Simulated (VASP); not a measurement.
Set up this calculation in VASP 6.6.1, as the native input.

| Quantity | Value |
| --- | --- |
| Task | single point |
| Functional | r2SCAN |
| Potentials or basis | VASP PAW PBE potentials, release 64 (O) |
| Cutoff | 520 eV |
| k mesh | 10 × 10 × 7 |
| Occupations | fermi-dirac, width 0.05 eV |
| Spin | no spin polarisation |
| Dipole correction | no |
| Further INCAR settings | ALGO = Normal; EDIFF = 1e-07; NBANDS = 13 |

The system is O.

```
O
1.0
     2.85140   -1.66242    0.00000
     2.85140    1.66242    0.00000
    -2.39449    0.00000    3.64705
O
2
Direct
  0.97455 0.97455 0.84443
  0.02545 0.02545 0.15557
```

The input as run:

POSCAR

```
O
1.0
    2.8514028533     -1.6624159400      0.0000000000
    2.8514028533      1.6624159400      0.0000000000
   -2.3944914034      0.0000000000      3.6470501824
O
2
Direct
    0.9745461700      0.9745461700      0.8444259800
    0.0254538300      0.0254538300      0.1555740200
```

INCAR.step1

```
SYSTEM = O
  PREC = Accurate
  ENCUT = 520
  ISMEAR = -1
  SIGMA = 0.05
  LREAL = .False.
  LASPH = .True.
  NELM = 100
  NBANDS = 13
  GGA = PE
  ALGO = Normal
  EDIFF = 1E-4
  LWAVE = .True.
  LCHARG = .False.
```

INCAR.step2

```
SYSTEM = O
  PREC = Accurate
  ENCUT = 520
  EDIFF = 1E-7
  ISMEAR = -1
  SIGMA = 0.05
  LREAL = .False.
  LASPH = .True.
  NELM = 100
  ALGO = Normal
  ISIF = 2
  LWAVE = .False.
  LCHARG = .False.
  METAGGA = R2SCAN
  LMIXTAU = .True.
  NBANDS = 13
  ISTART = 1
```

KPOINTS

```
Automatic mesh
0
Gamma
  10 10 7
  0 0 0
```

Potentials or basis: VASP PAW PBE potentials, release 64 (O).

Run with:

```sh
$ cat potpaw_PBE.64/O/POTCAR > POTCAR
$ cp INCAR.step1 INCAR
$ mpirun -np 1 vasp_std > vasp.out
$ cp INCAR.step2 INCAR
$ mpirun -np 1 vasp_std > vasp.out
```

Results of the run:

| Item | Value |
| --- | --- |
| Pressure | -2.6 GPa |
| Largest force | 0.296 eV/Å |
| Band gap on the k mesh | zero (band 6 reaches -2.03 eV, above the bottom of band 7 at -2.31 eV) |

Caveat: the standard files for N, O and F lose accuracy on very short bonds; spin is off for a triplet molecule; the PAW data sets were made with another functional, which shifts forces and pressure a little.

It took 8.8 min on 1 thread of Intel(R) Xeon(R) Platinum 8488C (Sapphire Rapids) (shared host), peak memory 0.2 GiB.
